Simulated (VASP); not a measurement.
A run of VASP 6.6.1:

The input POSCAR:

```
Sn2TeSe
1.0
    2.1911871272      1.2650824777      7.1242022606
   -2.1911871272      1.2650824777      7.1242022606
    0.0000000000     -2.5301649555      7.1242022606
Se Te Sn
1 1 2
Direct
    1.0000000000      0.0000000000      0.0000000000
    0.5000000000      0.5000000000      0.5000000000
    0.2555289086      0.2555289086      0.2555289086
    0.7444710914      0.7444710914      0.7444710914
```

Contents of INCAR.step1:

```
ALGO = Normal
EDIFF = 1E-4
ENCUT = 520
GGA = PE
ISMEAR = -1
LASPH = T
LCHARG = F
LREAL = F
LWAVE = T
NBANDS = 28
NELM = 100
PREC = Accurate
SIGMA = 0.02
```

INCAR.step2

```
ALGO = Normal
EDIFF = 1E-7
ENCUT = 520
ISIF = 2
ISMEAR = -1
ISTART = 1
LASPH = T
LCHARG = F
LMIXTAU = T
LREAL = F
LWAVE = F
METAGGA = R2SCAN
NBANDS = 28
NELM = 100
PREC = Accurate
SIGMA = 0.02
```

File KPOINTS:

```
k-points
0
Gamma
  8 8 8
```

Potentials or basis: VASP PAW PBE potentials, release 64 (Se, Te, Sn_d).

Command:

```bash
$ cat potpaw_PBE.64/Se/POTCAR potpaw_PBE.64/Te/POTCAR potpaw_PBE.64/Sn_d/POTCAR > POTCAR
$ cp INCAR.step1 INCAR
$ mpirun -np 1 vasp_std > vasp.out
$ cp INCAR.step2 INCAR
$ mpirun -np 1 vasp_std > vasp.out
```

Hardware: 1 thread of Intel(R) Xeon(R) 6975P-C (Granite Rapids), on a shared host.

Question: Estimate the wall time of this run.

Answer: Run time: 17 min on 1 thread of Intel(R) Xeon(R) 6975P-C (Granite Rapids), with other jobs on the host, peak memory 0.6 GiB. Counts: k points 65.
